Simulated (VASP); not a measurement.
# P in VASP: notebook

P is run at these levels: PBE; tasks: single point.

All numbers are computed with VASP 6.6.1; they aren't measurements. Logs are shortened: lines on timing, memory, paths and dates and some standing lists are left out, and cuts for length are marked.

## Step 1: The cell of the first run

The structure is tetragonal, space group P4/mmm (No. 123). Conventional cell: a = 2.435 Å, b = 2.435 Å, c = 2.463 Å, α = 90.00°, β = 90.00°, γ = 90.00°. P (site symmetry 4/mmm) has 6 P at 2.43 to 2.46 Å within 3.2 Å.

## Step 2: Single point, PBE

Contents of INCAR:

```
PREC = Accurate ; ENCUT = 520
EDIFF = 1E-6 ; ISMEAR = 0
SIGMA = 0.1 ; LREAL = False
LASPH = True ; NELM = 60
ALGO = Normal ; ISIF = 2
LWAVE = False ; LCHARG = True
GGA = PE ; LELF = True
LVHAR = True ; NBANDS = 8
```

Contents of KPOINTS:

```
Automatic mesh
0
Gamma
  6 6 8
```

Contents of POSCAR:

```
P
1.0
    2.4347470008      0.0000000000      0.0000000000
    0.0000000000      2.4347470008      0.0000000000
    0.0000000000      0.0000000000      2.4634297410
P
1
Direct
    0.0000000000      0.0000000000      0.0000000000
```

Potentials or basis: VASP PAW PBE potentials, release 64 (P).

Command:

```sh
> cat potpaw_PBE.64/P/POTCAR > POTCAR
> mpirun -np 1 vasp_std > vasp.out
```

OUTCAR:

```text
PREC = Accurate
   ENCUT = 520
   EDIFF = 1E-6
   ISMEAR = 0
   LREAL = False
   LASPH = True
   NELM = 60
   ISIF = 2
   GGA = PE

 ion  position               nearest neighbor table
   1  0.000  0.000  0.000-

  LATTYP: Found a simple tetragonal cell.
 ALAT       =     2.4347470008
 C/A-ratio  =     1.0117805834

  Lattice vectors:

 A1 = (   2.4347470008,   0.0000000000,   0.0000000000)
 A2 = (   0.0000000000,   2.4347470008,   0.0000000000)
 A3 = (   0.0000000000,   0.0000000000,   2.4634297410)

Analysis of symmetry for initial positions (statically):
=====================================================================
 Subroutine PRICEL returns:
 Original cell was already a primitive cell.

 Routine SETGRP: Setting up the symmetry group for a
 simple tetragonal supercell.

 Subroutine GETGRP returns: Found 16 space group operations
 (whereof 16 operations were pure point group operations)
 out of a pool of 16 trial point group operations.

The static configuration has the point symmetry D_4h.

Analysis of symmetry for dynamics (positions and initial velocities):
=====================================================================
 Subroutine PRICEL returns:
 Original cell was already a primitive cell.

 Routine SETGRP: Setting up the symmetry group for a
 simple tetragonal supercell.

 Subroutine GETGRP returns: Found 16 space group operations
 (whereof 16 operations were pure point group operations)
 out of a pool of 16 trial point group operations.

The dynamic configuration has the point symmetry D_4h.

 Subroutine INISYM returns: Found 16 space group operations
 (whereof 16 operations are pure point group operations),
 and found     1 'primitive' translations

----------------------------------------------------------------------------------------

                                     Primitive cell

  volume of cell :      14.6032

  direct lattice vectors                    reciprocal lattice vectors
     2.434747001  0.000000000  0.000000000     0.410720292  0.000000000  0.000000000
     0.000000000  2.434747001  0.000000000     0.000000000  0.410720292  0.000000000
     0.000000000  0.000000000  2.463429741     0.000000000  0.000000000  0.405938105

  length of vectors
     2.434747001  2.434747001  2.463429741     0.410720292  0.410720292  0.405938105

  position of ions in fractional coordinates (direct lattice)
     0.000000000  0.000000000  0.000000000

  ion indices of the primitive-cell ions
   primitive index   ion index
                 1           1

----------------------------------------------------------------------------------------

 KPOINTS: Automatic mesh

Automatic generation of k-mesh.
 Grid dimensions read from file:
 generate k-points for:    6    6    8

 Generating k-lattice:

  Cartesian coordinates                     Fractional coordinates (reciprocal lattice)
     0.068453382  0.000000000  0.000000000     0.166666667  0.000000000  0.000000000
     0.000000000  0.068453382  0.000000000     0.000000000  0.166666667  0.000000000
     0.000000000  0.000000000  0.050742263     0.000000000  0.000000000  0.125000000

  Length of vectors
     0.068453382  0.068453382  0.050742263

  Shift w.r.t. Gamma in fractional coordinates (k-lattice)
     0.000000000  0.000000000  0.000000000

 Subroutine IBZKPT returns following result:
 ===========================================

 Found     50 irreducible k-points:

 Following reciprocal coordinates:
            Coordinates               Weight
  0.000000  0.000000  0.000000      1.000000
  0.166667  0.000000  0.000000      4.000000
  0.333333  0.000000  0.000000      4.000000
  0.500000  0.000000  0.000000      2.000000
  0.166667  0.166667  0.000000      4.000000
  0.333333  0.166667  0.000000      8.000000
[... 16 lines left out ...]
  0.333333  0.000000  0.250000      8.000000
  0.500000  0.000000  0.250000      4.000000
 [... further k-points ...]
   k-points           NKPTS =     50   k-points in BZ     NKDIM =     50   number of bands    NBANDS=      8
   number of dos      NEDOS =    301   number of ions     NIONS =      1
   total plane-waves  NPLWV =   5832
   dimension x,y,z NGX =    18 NGY =   18 NGZ =   18
   dimension x,y,z NGXF=    36 NGYF=   36 NGZF=   36
   ions per type =               1
   NGX,Y,Z   is equivalent  to a cutoff of  12.29, 12.29, 12.15 a.u.
   NGXF,Y,Z  is equivalent  to a cutoff of  24.58, 24.58, 24.29 a.u.
 SYSTEM =  unknown system
   PREC   = accura    normal or accurate (medium, high low for compatibility)
   ISTART =      0    job   : 0-new  1-cont  2-samecut
   ICHARG =      2    charge: 1-file 2-atom 10-const
   ISPIN  =      1    spin polarized calculation?
   LNONCOLLINEAR =      F non collinear calculations
   LSORBIT =      F    spin-orbit coupling
   LASPH  =      T    aspherical Exc in radial PAW
   ENCUT  =  520.0 eV  38.22 Ry    6.18 a.u.   4.53  4.53  4.58*2*pi/ulx,y,z
   NELM   =     60;   NELMIN=  2; NELMDL= -5     # of ELM steps
   EDIFF  = 0.1E-05   stopping-criterion for ELM
   LREAL  =      F    real-space projection
   EDIFFG = 0.1E-04   stopping-criterion for IOM
   NSW    =      0    number of steps for IOM
   IBRION =     -1    ionic relax: 0-MD 1-quasi-New 2-CG
   NFREE  =      0    steps in history (QN), initial steepest desc. (CG)
   ISIF   =      2    stress and relaxation
   ISYM   =      2    0-nonsym 1-usesym 2-fastsym
   POTIM  = 0.5000    time-step for ionic-motion
   TEBEG  =    0.0;   TEEND  =   0.0 temperature during run
   PSTRESS=    0.0 pullay stress
   NELECT =       5.0000    total number of electrons
   NUPDOWN=      -1.0000    fix difference up-down
   EMIN   =  10.00;   EMAX   =-10.00  energy-range for DOS
   EFERMI =   0.00;   METHOD = LEGACY
   ISMEAR =     0;   SIGMA  =   0.10  broadening in eV -4-tet -1-fermi 0-gaus
   EFERMI_NEDOS =   21; number of points for ismear=-14 and -15
   IALGO  =     38    algorithm
   IMIX   =      4    mixing-type and parameters
     AMIX     =   0.40;   BMIX     =  1.00
     AMIX_MAG =   1.60;   BMIX_MAG =  1.00
  volume/ion in A,a.u.               =      14.60        98.55
  Fermi-wavevector in a.u.,A,eV,Ry     =   1.145290  2.164285 17.846621  1.311690
  Thomas-Fermi vector in A             =   2.281979
   LORBIT       =      0    0 simple, 1 ext, 2 COOP (PROOUT), +10 PAW based schemes
   GGA     = PE    functional components
   LHFCALC =     F    Hartree Fock is set to
   AEXX    =    0.0000 exact exchange contribution
   IVDW    =     0    specifies the selected vdW correction
   LEPSILON=     F    determine dielectric tensor
   LRPA    =     F    only Hartree local field effects (RPA)
 non-spin polarized calculation
 Gauss-broadening in eV      SIGMA  =   0.10
  energy-cutoff  :      520.00
  volume of cell :       14.60
 maximum number of plane-waves:       409
   NGX =  9   NGY =  9   NGZ =  9

 number of electron       4.9999999 magnetization

 Free energy of the ion-electron system (eV)
  ---------------------------------------------------
  ext. energy  EPLUGINS =         0.00000000
  ---------------------------------------------------
  free energy    TOTEN  =        -5.29894100 eV

  energy without entropy =       -5.29688548  energy(sigma->0) =       -5.29791324

 E-fermi :   9.6651     XC(G=0): -11.2636

 val. band max:        9.6532099438   @ k =   0.1667   0.1667   0.1250
 cond. band min:       9.9798219981   @ k =   0.5000   0.0000   0.2500
 fundamental gap:      0.3266120543
 Fermi energy:         9.6651262613

 k-point     1 :       0.0000    0.0000    0.0000
  band No.  band energies     occupation
      1      -6.8675      2.00000
      2      14.2835      0.00000
      3      14.7699      0.00000
      4      14.7699      0.00000
      5      16.3364      0.00000
      6      16.4816      0.00000
      7      23.8631      0.00000
      8      33.8827      0.00000

 k-point     2 :       0.1667    0.0000    0.0000
  band No.  band energies     occupation
      1      -6.2319      2.00000
      2       9.4141      1.99961
      3      14.7812      0.00000
      4      15.2656      0.00000
      5      16.8698      0.00000
      6      20.7056      0.00000
      7      26.2789      0.00000
      8      30.3777      0.00000

 k-point     3 :       0.3333    0.0000    0.0000
  band No.  band energies     occupation
      1      -4.4036      2.00000
      2       4.0729      2.00000
      3      16.1100      0.00000
      4      16.5893      0.00000
      5      18.1258      0.00000
      6      23.6375      0.00000
      7      25.8334      0.00000
      8      26.2618      0.00000

 k-point     4 :       0.5000    0.0000    0.0000
  band No.  band energies     occupation
      1      -2.4860      2.00000
      2       0.9576      2.00000
      3      17.1525      0.00000
      4      17.6281      0.00000
      5      18.9851      0.00000
      6      23.6482      0.00000
      7      24.0876      0.00000
      8      26.2143      0.00000

 k-point     5 :       0.1667    0.1667    0.0000
  band No.  band energies     occupation
      1      -5.5972      2.00000
      2       9.3693      1.99997
      3      10.7047      0.00000
      4      15.2749      0.00000
      5      19.1948      0.00000
      6      24.1169      0.00000
      7      25.6503      0.00000
      8      28.6421      0.00000
[... 177 lines left out ...]
 k-point    22 :       0.1667    0.0000    0.2500
  band No.  band energies     occupation
      1      -4.8660      2.00000
      2       6.8984      2.00000
      3      10.7703      0.00000
      4      16.2925      0.00000
      5      20.1206      0.00000
      6      23.3948      0.00000
      7      26.0265      0.00000
      8      28.6902      0.00000

 k-point    23 :       0.3333    0.0000    0.2500
  band No.  band energies     occupation
      1      -3.0401      2.00000
      2       5.2187      2.00000
      3       8.7228      2.00000
      4      17.5869      0.00000
      5      17.9339      0.00000
      6      22.6337      0.00000
      7      27.2133      0.00000
      8      29.7965      0.00000

 k-point    24 :       0.5000    0.0000    0.2500
  band No.  band energies     occupation
      1      -1.1007      2.00000
      2       2.1666      2.00000
      3       9.9798      0.00001
      4      15.5059      0.00000
      5      18.5938      0.00000
      6      23.8808      0.00000
      7      25.0933      0.00000
      8      29.2027      0.00000

 [... further k-points ...]
[... 5 lines left out ...]
  --------------------------------------------------------------------------------------
  -------------------------------------------------------------------------------------
  Total       -0.0151153     -0.0151153     -0.0027747      0.0000000      0.0000000     -0.0000000
  in kB       -1.6583669     -1.6583669     -0.3044211      0.0000000      0.0000000     -0.0000000
  external PRESSURE =      -1.2070516 kB  Pullay stress =       0.0000000 kB

 VOLUME and BASIS-vectors are now :
 -----------------------------------------------------------------------------
  energy-cutoff  :      520.00
  volume of cell :       14.60
      direct lattice vectors                 reciprocal lattice vectors
     2.434747001  0.000000000  0.000000000     0.410720292  0.000000000  0.000000000
     0.000000000  2.434747001  0.000000000     0.000000000  0.410720292  0.000000000
     0.000000000  0.000000000  2.463429741     0.000000000  0.000000000  0.405938105

 POSITION                                       TOTAL-FORCE (eV/Angst)
 -----------------------------------------------------------------------------------
      0.00000      0.00000      0.00000         0.000000      0.000000      0.000000
 -----------------------------------------------------------------------------------
    total drift:                                0.000000      0.000000      0.000000

  FREE ENERGIE OF THE ION-ELECTRON SYSTEM (eV)
  ---------------------------------------------------
  free  energy   TOTEN  =        -5.2989409994 eV

  energy  without entropy=       -5.2968854767  energy(sigma->0) =       -5.29791324
```

It took 1.8 s on 1 thread of Intel Xeon 6975P-C (Granite Rapids), shared host; peak memory 0.11 GiB.

What came out:

* Free energy: -5.2989 eV
* Pressure: -0.1 GPa

Caveat: the k points lie up to 0.43 Å⁻¹ apart.

## Step 3: Single point, PBE

This run uses another cell than the first one: it holds 4 atoms, not 1.

Contents of INCAR:

```
ALGO = Normal
EDIFF = 1E-7
ENCUT = 520
GGA = PE
ISIF = 2
ISMEAR = 0
LASPH = T
LCHARG = T
LELF = T
LREAL = F
LVHAR = T
LWAVE = F
NBANDS = 18
NELM = 60
PREC = Accurate
SIGMA = 0.2
```

Contents of KPOINTS:

```
k-points
0
Gamma
  8 4 4
```

Contents of POSCAR:

```
P
1.0
    0.0000000000      0.0000000000      2.4443079142
    4.8886158284      0.0000000000      0.0000000000
    0.0000000000      4.8886158284      0.0000000000
P
4
Direct
    0.0000000000      0.0000000000      0.0000000000
    0.0000000000      0.0000000000      0.5000000000
    0.0000000000      0.5000000000      0.0000000000
    0.0000000000      0.5000000000      0.5000000000
```

Potentials or basis: VASP PAW PBE potentials, release 64 (P).

Command:

```sh
> cat potpaw_PBE.64/P/POTCAR > POTCAR
> mpirun -np 1 vasp_std > vasp.out
```

OUTCAR:

```text
EDIFF = 1E-7
   ENCUT = 520
   GGA = PE
   ISIF = 2
   ISMEAR = 0
   LASPH = T
   LREAL = F
   NELM = 60
   PREC = Accurate

 ion  position               nearest neighbor table
   1  0.000  0.000  0.000-   2 2.44   3 2.44   2 2.44   3 2.44
   2  0.000  0.000  0.500-   1 2.44   4 2.44   1 2.44   4 2.44
   3  0.000  0.500  0.000-   1 2.44   4 2.44   4 2.44   1 2.44
   4  0.000  0.500  0.500-   2 2.44   3 2.44   3 2.44   2 2.44

  LATTYP: Found a simple tetragonal cell.
[... 698 lines left out ...]
      6       4.4493      2.00000
[... 10 lines left out ...]
     17      15.1198      0.00000
     18      15.1198      0.00000

 [... further k-points ...]
[... 5 lines left out ...]
  --------------------------------------------------------------------------------------
  -------------------------------------------------------------------------------------
  Total       -0.0994587     -0.0994587     -0.0994607      0.0000000      0.0000000      0.0000000
  in kB       -2.7278831     -2.7278831     -2.7279379      0.0000000      0.0000000      0.0000000
  external PRESSURE =      -2.7279014 kB  Pullay stress =       0.0000000 kB

 VOLUME and BASIS-vectors are now :
 -----------------------------------------------------------------------------
  energy-cutoff  :      520.00
  volume of cell :       58.42
      direct lattice vectors                 reciprocal lattice vectors
     0.000000000  0.000000000  2.444307914     0.000000000  0.000000000  0.409113759
     4.888615828  0.000000000  0.000000000     0.204556880  0.000000000  0.000000000
     0.000000000  4.888615828  0.000000000     0.000000000  0.204556880  0.000000000

 POSITION                                       TOTAL-FORCE (eV/Angst)
 -----------------------------------------------------------------------------------
      0.00000      0.00000      0.00000         0.000000      0.000000     -0.000000
      0.00000      2.44431      0.00000        -0.000000     -0.000000     -0.000000
      2.44431      0.00000      0.00000         0.000000      0.000000     -0.000000
      2.44431      2.44431      0.00000        -0.000000     -0.000000      0.000000
 -----------------------------------------------------------------------------------
    total drift:                               -0.000000     -0.000000      0.000000

  FREE ENERGIE OF THE ION-ELECTRON SYSTEM (eV)
  ---------------------------------------------------
  free  energy   TOTEN  =       -21.0011584934 eV

  energy  without entropy=      -20.9464743090  energy(sigma->0) =      -20.97381640
```

OSZICAR:

```text
N       E                     dE             d eps       ncg     rms          rms(c)
DAV:   1     0.490878567755E+02    0.49088E+02   -0.86972E+03  1080   0.960E+02
DAV:   2    -0.181304267782E+02   -0.67218E+02   -0.64302E+02  1418   0.153E+02
DAV:   3    -0.209675351673E+02   -0.28371E+01   -0.27935E+01  1406   0.291E+01
DAV:   4    -0.209893879412E+02   -0.21853E-01   -0.21838E-01  1346   0.315E+00
DAV:   5    -0.209895722870E+02   -0.18435E-03   -0.18433E-03  1386   0.275E-01    0.920E+00
DAV:   6    -0.209958717315E+02   -0.62994E-02   -0.18856E-03  1332   0.375E-01    0.543E+00
DAV:   7    -0.210007432184E+02   -0.48715E-02   -0.54262E-03  1160   0.609E-01    0.160E-01
DAV:   8    -0.210011268648E+02   -0.38365E-03   -0.28035E-04  1308   0.117E-01    0.275E-02
DAV:   9    -0.210011574972E+02   -0.30632E-04   -0.22614E-05  1266   0.325E-02    0.604E-03
DAV:  10    -0.210011582622E+02   -0.76501E-06   -0.26200E-06  1254   0.103E-02    0.158E-03
DAV:  11    -0.210011584050E+02   -0.14277E-06   -0.35729E-08  1062   0.112E-03    0.270E-04
DAV:  12    -0.210011584934E+02   -0.88422E-07   -0.54196E-09   670   0.494E-04
   1 F= -.21001158E+02 E0= -.20973816E+02  d E =-.546842E-01
```

stdout:

```text
POSCAR found type information on POSCAR P
 POSCAR found :  1 types and       4 ions
 scaLAPACK will be used
 LDA part: xc-table for (Slater+PW92), standard interpolation
 POSCAR, INCAR and KPOINTS ok, starting setup
 FFT: planning ... GRIDC
 FFT: planning ... GRID_SOFT
 FFT: planning ... GRID
 WAVECAR not read
 entering main loop
```

Wall time 9.3 s (1 thread of Intel Xeon 6975P-C (Granite Rapids), shared host); peak memory 0.16 GiB.

Results:

```yaml
Free_energy: -21.0012 eV
Pressure: -0.3 GPa
Band_gap_on_the_k_mesh: zero (band 10 reaches 14.60 eV, above the bottom of band 11 at 6.70 eV)
```
